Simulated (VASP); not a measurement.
# KLuB2O6 (R-3) in VASP: single point with r2SCAN

Aim: the single point of KLuB2O6 with r2SCAN.

All numbers are computed with VASP 6.6.1; they aren't measurements. Logs are shortened: lines on timing, memory, paths and dates and some standing lists are left out, and cuts for length are marked.

### 1 The cell of the first run

Symmetry: R-3, No. 148, trigonal system. The conventional cell has a = 5.148 Å, b = 5.148 Å, c = 16.799 Å, α = 90.00°, β = 90.00°, γ = 120.00°. K (site symmetry -3) has 12 O at 2.67 to 3.33 Å and 6 B at 3.33 Å within 3.5 Å. Lu (site symmetry -3) has 6 O at 2.15 Å within 2.8 Å. Within 1.8 Å of B (site symmetry 3) lie 3 O at 1.35 Å. O (site symmetry 1) has 1 B at 1.35 Å within 1.8 Å.

### 2 Single point, r2SCAN

File POSCAR:

```
KLuB2O6
1.0
    2.5737666505      4.4578946054      0.0000014595
   -2.5737666505      4.4578946054      0.0000014595
   -2.5737666505      1.4859630351      5.5996614865
K Lu B O
1 1 2 6
Direct
    0.0000000000      0.0000000000      0.0000000000
    0.5000000000      0.0000000000      0.5000000000
    0.7567091974      0.4865816052      0.2701275922
    0.2432908026      0.5134183948      0.7298724078
    0.0467698850      0.2664445801      0.2706081841
    0.6867855349      0.7761617010      0.2706081841
    0.5370527641      0.4161773508      0.2706081841
    0.9532301150      0.7335554199      0.7293918159
    0.3132144651      0.2238382990      0.7293918159
    0.4629472359      0.5838226492      0.7293918159
```

File INCAR.step1:

```
SYSTEM = KLuB2O6
  PREC = Accurate
  ENCUT = 520
  ISMEAR = -1
  SIGMA = 0.1
  LREAL = .False.
  LASPH = .True.
  NELM = 100
  NBANDS = 49
  GGA = PE
  ALGO = Normal
  EDIFF = 1E-4
  LWAVE = .True.
  LCHARG = .False.
```

File INCAR.step2:

```
SYSTEM = KLuB2O6
  PREC = Accurate
  ENCUT = 520
  EDIFF = 1E-6
  ISMEAR = -1
  SIGMA = 0.1
  LREAL = .False.
  LASPH = .True.
  NELM = 100
  ALGO = Normal
  ISIF = 2
  LWAVE = .False.
  LCHARG = .False.
  METAGGA = R2SCAN
  LMIXTAU = .True.
  NBANDS = 49
  ISTART = 1
```

File KPOINTS:

```
Automatic mesh
0
Gamma
  5 5 5
  0 0 0
```

Potentials or basis: VASP PAW PBE potentials, release 64 (K_sv, Lu, B, O).

Command:

```console
$ cat potpaw_PBE.64/K_sv/POTCAR potpaw_PBE.64/Lu/POTCAR potpaw_PBE.64/B/POTCAR potpaw_PBE.64/O/POTCAR > POTCAR
$ cp INCAR.step1 INCAR
$ mpirun -np 1 vasp_std > vasp.out
$ cp INCAR.step2 INCAR
$ mpirun -np 1 vasp_std > vasp.out
```

OUTCAR:

```text
SYSTEM = KLuB2O6
   PREC = Accurate
   ENCUT = 520
   EDIFF = 1E-6
   ISMEAR = -1
   LREAL = .False.
   LASPH = .True.
   NELM = 100
   ISIF = 2
   METAGGA = R2SCAN
   ISTART = 1

 ion  position               nearest neighbor table
   1  0.000  0.000  0.000-   6 2.67   9 2.67   7 2.67  10 2.67   5 2.67   8 2.67
   2  0.500  0.000  0.500-   7 2.15  10 2.15   9 2.15   6 2.15   5 2.15   8 2.15
   3  0.757  0.487  0.270-   5 1.35   7 1.35   6 1.35
   4  0.243  0.513  0.730-   8 1.35  10 1.35   9 1.35
   5  0.047  0.266  0.271-   3 1.35   2 2.15   1 2.67
   6  0.687  0.776  0.271-   3 1.35   2 2.15   1 2.67
   7  0.537  0.416  0.271-   3 1.35   2 2.15   1 2.67
   8  0.953  0.734  0.729-   4 1.35   2 2.15   1 2.67
   9  0.313  0.224  0.729-   4 1.35   2 2.15   1 2.67
  10  0.463  0.584  0.729-   4 1.35   2 2.15   1 2.67

  LATTYP: Found a trigonal (rhomboedric) cell.
 ALAT       =     6.3394455338
 COS(alpha) =     0.6703403568

  Lattice vectors:

 A1 = (  -2.5737666505,   1.4859630351,   5.5996614865)
 A2 = (   0.0000000000,  -2.9719315703,   5.5996600270)
 A3 = (   2.5737666505,   1.4859630351,   5.5996614865)

Analysis of symmetry for initial positions (statically):
=====================================================================
 Subroutine PRICEL returns:
 Original cell was already a primitive cell.

 Routine SETGRP: Setting up the symmetry group for a
 trigonal (rhombohedral) supercell.

 Subroutine GETGRP returns: Found  6 space group operations
 (whereof  6 operations were pure point group operations)
 out of a pool of 12 trial point group operations.

The static configuration has the point symmetry S_6 .

Analysis of symmetry for dynamics (positions and initial velocities):
=====================================================================
 Subroutine PRICEL returns:
 Original cell was already a primitive cell.

 Routine SETGRP: Setting up the symmetry group for a
 trigonal (rhombohedral) supercell.

 Subroutine GETGRP returns: Found  6 space group operations
 (whereof  6 operations were pure point group operations)
 out of a pool of 12 trial point group operations.

The dynamic configuration has the point symmetry S_6 .

 Subroutine INISYM returns: Found  6 space group operations
 (whereof  6 operations are pure point group operations),
 and found     1 'primitive' translations

----------------------------------------------------------------------------------------

                                     Primitive cell

  volume of cell :     128.4963

  direct lattice vectors                    reciprocal lattice vectors
     2.573766651  4.457894605  0.000001459     0.194267806  0.112160551  0.059527450
    -2.573766651  4.457894605  0.000001459    -0.194267806  0.112160609 -0.119054789
    -2.573766651  1.485963035  5.599661486     0.000000000 -0.000000058  0.178582239

  length of vectors
     5.147533301  5.147533301  6.339445534     0.232085085  0.253956739  0.178582239

  position of ions in fractional coordinates (direct lattice)
     0.000000000  0.000000000  0.000000000
     0.500000000  0.000000000  0.500000000
     0.756709197  0.486581605  0.270127592
     0.243290803  0.513418395  0.729872408
     0.046769885  0.266444580  0.270608184
     0.686785535  0.776161701  0.270608184
     0.537052764  0.416177351  0.270608184
     0.953230115  0.733555420  0.729391816
     0.313214465  0.223838299  0.729391816
     0.462947236  0.583822649  0.729391816

  ion indices of the primitive-cell ions
   primitive index   ion index
                 1           1
                 2           2
                 3           3
                 4           4
                 5           5
                 6           6
                 7           7
                 8           8
                 9           9
                10          10

----------------------------------------------------------------------------------------

 KPOINTS: Automatic mesh

Automatic generation of k-mesh.
 Grid dimensions read from file:
 generate k-points for:    5    5    5

 Generating k-lattice:

  Cartesian coordinates                     Fractional coordinates (reciprocal lattice)
     0.038853561  0.022432110  0.011905490     0.200000000 -0.000000000  0.000000000
    -0.038853561  0.022432122 -0.023810958    -0.000000000  0.200000000  0.000000000
     0.000000000 -0.000000012  0.035716448     0.000000000  0.000000000  0.200000000

  Length of vectors
     0.046417017  0.050791348  0.035716448

  Shift w.r.t. Gamma in fractional coordinates (k-lattice)
     0.000000000  0.000000000  0.000000000

 Subroutine IBZKPT returns following result:
 ===========================================

 Found     23 irreducible k-points:

 Following reciprocal coordinates:
            Coordinates               Weight
  0.000000  0.000000  0.000000      1.000000
  0.200000 -0.000000  0.000000      6.000000
  0.400000  0.000000 -0.000000      6.000000
  0.000000  0.200000 -0.000000      6.000000
  0.400000  0.200000 -0.000000      6.000000
 -0.400000  0.200000 -0.000000      6.000000
[... 15 lines left out ...]
  0.000000  0.000000  0.400000      2.000000
  0.200000 -0.000000  0.400000      6.000000
   k-points           NKPTS =     23   k-points in BZ     NKDIM =     23   number of bands    NBANDS=     49
   number of dos      NEDOS =    301   number of ions     NIONS =     10
   total plane-waves  NPLWV =  76800
   dimension x,y,z NGX =    40 NGY =   40 NGZ =   48
   dimension x,y,z NGXF=    80 NGYF=   80 NGZF=   96
   ions per type =               1   1   2   6
   NGX,Y,Z   is equivalent  to a cutoff of  12.92, 12.92, 12.59 a.u.
   NGXF,Y,Z  is equivalent  to a cutoff of  25.84, 25.84, 25.18 a.u.
 SYSTEM =  KLuB2O6
   PREC   = accura    normal or accurate (medium, high low for compatibility)
   ISTART =      1    job   : 0-new  1-cont  2-samecut
   ICHARG =      0    charge: 1-file 2-atom 10-const
   ISPIN  =      1    spin polarized calculation?
   LNONCOLLINEAR =      F non collinear calculations
   LSORBIT =      F    spin-orbit coupling
   LASPH  =      T    aspherical Exc in radial PAW
   ENCUT  =  520.0 eV  38.22 Ry    6.18 a.u.   9.57  9.57 11.79*2*pi/ulx,y,z
   NELM   =    100;   NELMIN=  2; NELMDL=  0     # of ELM steps
   EDIFF  = 0.1E-05   stopping-criterion for ELM
   LREAL  =      F    real-space projection
   EDIFFG = 0.1E-04   stopping-criterion for IOM
   NSW    =      0    number of steps for IOM
   IBRION =     -1    ionic relax: 0-MD 1-quasi-New 2-CG
   NFREE  =      0    steps in history (QN), initial steepest desc. (CG)
   ISIF   =      2    stress and relaxation
   ISYM   =      2    0-nonsym 1-usesym 2-fastsym
   POTIM  = 0.5000    time-step for ionic-motion
   TEBEG  =    0.0;   TEEND  =   0.0 temperature during run
   PSTRESS=    0.0 pullay stress
   NELECT =      76.0000    total number of electrons
   NUPDOWN=      -1.0000    fix difference up-down
   EMIN   =  10.00;   EMAX   =-10.00  energy-range for DOS
   EFERMI =   0.00;   METHOD = LEGACY
   ISMEAR =    -1;   SIGMA  =   0.10  broadening in eV -4-tet -1-fermi 0-gaus
   EFERMI_NEDOS =   21; number of points for ismear=-14 and -15
   IALGO  =     38    algorithm
   IMIX   =      4    mixing-type and parameters
     AMIX     =   0.40;   BMIX     =  1.00
     AMIX_MAG =   1.60;   BMIX_MAG =  1.00
  volume/ion in A,a.u.               =      12.85        86.71
  Fermi-wavevector in a.u.,A,eV,Ry     =   1.374197  2.596857 25.693494  1.888419
  Thomas-Fermi vector in A             =   2.499646
   LORBIT       =      0    0 simple, 1 ext, 2 COOP (PROOUT), +10 PAW based schemes
   METAGGA = R2SCAN    functional components
   LHFCALC =     F    Hartree Fock is set to
   AEXX    =    0.0000 exact exchange contribution
   IVDW    =     0    specifies the selected vdW correction
   LEPSILON=     F    determine dielectric tensor
   LRPA    =     F    only Hartree local field effects (RPA)
 non-spin polarized calculation
  energy-cutoff  :      520.00
  volume of cell :      128.50
 maximum number of plane-waves:      3489
 NGX is ok and might be reduce to    40
   NGX = 19   NGY = 19   NGZ = 23

 number of electron      76.0000005 magnetization

 Free energy of the ion-electron system (eV)
  ---------------------------------------------------
  ext. energy  EPLUGINS =         0.00000000
  ---------------------------------------------------
  free energy    TOTEN  =      -118.54531390 eV

  energy without entropy =     -118.29701844  energy(sigma->0) =     -118.42116617

 E-fermi :  -0.8423     XC(G=0): -10.3166

 val. band max:       -0.8463391234   @ k =   0.0000   0.0000   0.4000
 cond. band min:      -0.8376091872   @ k =   0.0000  -0.2000   0.2000
 fundamental gap:      0.0087299361
 Fermi energy:        -0.8422864939

 k-point     1 :       0.0000    0.0000    0.0000
  band No.  band energies     occupation
      1     -55.3419      2.00000
      2     -28.6105      2.00000
      3     -25.6275      2.00000
      4     -25.6055      2.00000
      5     -25.6051      2.00000
      6     -20.6545      2.00000
[... 41 lines left out ...]
     48      10.3170      0.00000
     49      10.5202      0.00000

 k-point     2 :       0.2000   -0.0000    0.0000
  band No.  band energies     occupation
      1     -55.3418      2.00000
      2     -28.6095      2.00000
      3     -25.6217      2.00000
      4     -25.6168      2.00000
      5     -25.6073      2.00000
      6     -20.5457      2.00000
[... 41 lines left out ...]
     48      10.5644      0.00000
     49      11.1481      0.00000

 k-point     3 :       0.4000    0.0000   -0.0000
  band No.  band energies     occupation
      1     -55.3418      2.00000
      2     -28.6079      2.00000
      3     -25.6397      2.00000
      4     -25.6105      2.00000
      5     -25.6078      2.00000
      6     -20.4763      2.00000
[... 1029 lines left out ...]
     48      10.1600      0.00000
     49      10.1600      0.00000

 k-point    23 :       0.2000   -0.0000    0.4000
  band No.  band energies     occupation
      1     -55.3418      2.00000
      2     -28.6096      2.00000
      3     -25.6234      2.00000
      4     -25.6174      2.00000
      5     -25.6081      2.00000
      6     -20.4870      2.00000
[... 41 lines left out ...]
     48      10.1426      0.00000
     49      10.3202      0.00000

------------------------ aborting loop because EDIFF is reached ----------------------------------------

  FORCE on cell =-STRESS in cart. coord.  units (eV):
  Direction    XX          YY          ZZ          XY          YZ          ZX
  --------------------------------------------------------------------------------------
  -------------------------------------------------------------------------------------
  Total        5.8633090      5.8633090      3.7454576      0.0000652      0.0000007     -0.0000000
  in kB       73.1076232     73.1076232     46.7008478      0.0008132      0.0000086     -0.0000000
  external PRESSURE =      64.3053647 kB  Pullay stress =       0.0000000 kB

 VOLUME and BASIS-vectors are now :
 -----------------------------------------------------------------------------
  energy-cutoff  :      520.00
  volume of cell :      128.50
      direct lattice vectors                 reciprocal lattice vectors
     2.573766651  4.457894605  0.000001459     0.194267806  0.112160551  0.059527450
    -2.573766651  4.457894605  0.000001459    -0.194267806  0.112160609 -0.119054789
    -2.573766651  1.485963035  5.599661486     0.000000000 -0.000000058  0.178582239

 POSITION                                       TOTAL-FORCE (eV/Angst)
 -----------------------------------------------------------------------------------
      0.00000      0.00000      0.00000         0.000000     -0.000000     -0.000000
      0.00000      2.97193      2.79983         0.000000      0.000000     -0.000000
      0.00000      5.94386      1.51262         0.000000      0.000000     -0.034242
     -2.57377      4.45789      4.08704         0.000000     -0.000000      0.034242
     -1.26187      1.79839      1.51531         0.020687     -0.037878     -0.057063
     -0.92652      6.92378      1.51532         0.022460      0.036854     -0.057063
     -0.38538      4.65151      1.51532        -0.043147      0.001024     -0.057063
     -1.31189      8.60336      4.08435        -0.020687      0.037878      0.057063
     -1.64725      3.47797      4.08435        -0.022460     -0.036854      0.057063
     -2.18839      5.75024      4.08435         0.043147     -0.001024      0.057063
 -----------------------------------------------------------------------------------
    total drift:                                0.000000     -0.000000     -0.000000

  FREE ENERGIE OF THE ION-ELECTRON SYSTEM (eV)
  ---------------------------------------------------
  free  energy   TOTEN  =      -118.5453138984 eV

  energy  without entropy=     -118.2970184352  energy(sigma->0) =     -118.42116617
```

Wall time 11 min (1 thread of AMD EPYC 7R13 (Zen 3), shared host); peak memory 0.34 GiB.

Results:

```yaml
Free_energy: -118.5453 eV
Pressure: 6.4 GPa
Largest_force: 0.072 eV/Å
```

Forces in eV/Å, atoms in the order of the input:
```
K    0.000  0.000  0.000
Lu   0.000  0.000  0.000
B    0.000  0.000 -0.034
B    0.000  0.000  0.034
O    0.021 -0.038 -0.057
O    0.022  0.037 -0.057
O   -0.043  0.001 -0.057
O   -0.021  0.038  0.057
O   -0.022 -0.037  0.057
O    0.043 -0.001  0.057
```

Stress tensor (GPa, compression positive):
```
7.31 0.00 0.00
0.00 7.31 0.00
0.00 0.00 4.67
```

Levels at points of the mesh, in eV from the Fermi level:
```tsv
k point	band 34	band 35	band 36	band 37	band 38	band 39	band 40	band 41	band 42	band 43
(0.00, 0.00, 0.00)	-0.62	-0.62	-0.37	-0.37	-0.08	0.15	6.60	8.12	8.12	8.15
```

Caveat: the cell stands under pressure; the PAW data sets were made with another functional, which shifts forces and pressure a little; spin-orbit coupling is left out, which moves the levels of the heavy elements.
